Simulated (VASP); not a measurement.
Here is a VASP 6.6.1 calculation.

INCAR

```
SYSTEM = TePb
  PREC = Accurate
  ENCUT = 500
  EDIFF = 1E-6
  ISMEAR = 0
  SIGMA = 0.01
  LREAL = .FALSE.
  LASPH = .TRUE.
  NELM = 120
  ALGO = Normal
  ISIF = 2
  LWAVE = .FALSE.
  LCHARG = .FALSE.
  GGA = PS
  IVDW = 12
  NBANDS = 28
  GGA_COMPAT = .FALSE.
```

File KPOINTS:

```
Automatic mesh
0
G
  4 2 4
  0 0 0
```

Contents of POSCAR:

```
TePb
1.0
    0.0000000000      3.2310000000      3.2310000000
    6.4620000000      0.0000000000      6.4620000000
    3.2310000000      3.2310000000      0.0000000000
Te Pb
2 2
Direct
    0.5000000000      0.2500000000      0.5000000000
    0.5000000000      0.7500000000      0.5000000000
    0.0000000000      0.0000000000      0.0000000000
    0.0000000000      0.5000000000      0.0000000000
```

Potentials or basis: VASP PAW PBE potentials, release 64 (Te, Pb_d).

The run is started by

```console
$ cat potpaw_PBE.64/Te/POTCAR potpaw_PBE.64/Pb_d/POTCAR > POTCAR
$ mpirun -np 1 vasp_std > vasp.out
```

Problem. What does it give for the pressure?

Solution. -2.3 GPa.

Problem. Predict the band gap on the k mesh.

Solution. 0.67 eV.

Problem. Predict the dispersion energy per atom.

Solution. -0.404 eV.

Caveat: the k points lie up to 0.42 Å⁻¹ apart; three body term missing; the PAW data sets were made with another functional, which shifts forces and pressure a little; spin-orbit coupling is left out, which moves the levels of the heavy elements. A k mesh can miss the band edges.
